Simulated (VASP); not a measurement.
Here is a VASP 6.6.1 calculation.

INCAR

```
SYSTEM = MgS
ALGO     = Normal         ! electronic algorithm
EDIFF    = 1E-6           ! SCF threshold, eV
ENCUT    = 520            ! plane-wave cutoff, eV
GGA      = PE             ! functional
ISIF     = 2              ! what is computed and relaxed
ISMEAR   = 0              ! smearing method
LASPH    = .TRUE.         ! aspherical terms in the spheres
LCHARG   = .FALSE.        ! write CHGCAR
LREAL    = .FALSE.        ! projectors in reciprocal space
LWAVE    = .FALSE.        ! write WAVECAR
NBANDS   = 11             ! bands
NELM     = 80             ! most SCF steps
PREC     = Accurate       ! precision mode
SIGMA    = 0.1            ! smearing width, eV
```

The input KPOINTS:

```
k-points
0
G
  6 6 6
  0 0 0
```

The input POSCAR:

```
MgS
1.0
    0.0000000000      2.6166108761      2.6166108761
    2.6166108761      0.0000000000      2.6166108761
    2.6166108761      2.6166108761      0.0000000000
Mg S
1 1
Direct
    0.0000000000      0.0000000000      0.0000000000
    0.5000000000      0.5000000000      0.5000000000
```

Potentials or basis: VASP PAW PBE potentials, release 64 (Mg, S).

The run is started by

```sh
$ cat potpaw_PBE.64/Mg/POTCAR potpaw_PBE.64/S/POTCAR > POTCAR
$ mpirun -np 1 vasp_std > vasp.out
```

(1) Estimate the band gap on the k mesh.

(2) Predict the pressure.

Results:

(1) 2.74 eV (least direct gap 3.57 eV).

(2) -0.4 GPa.
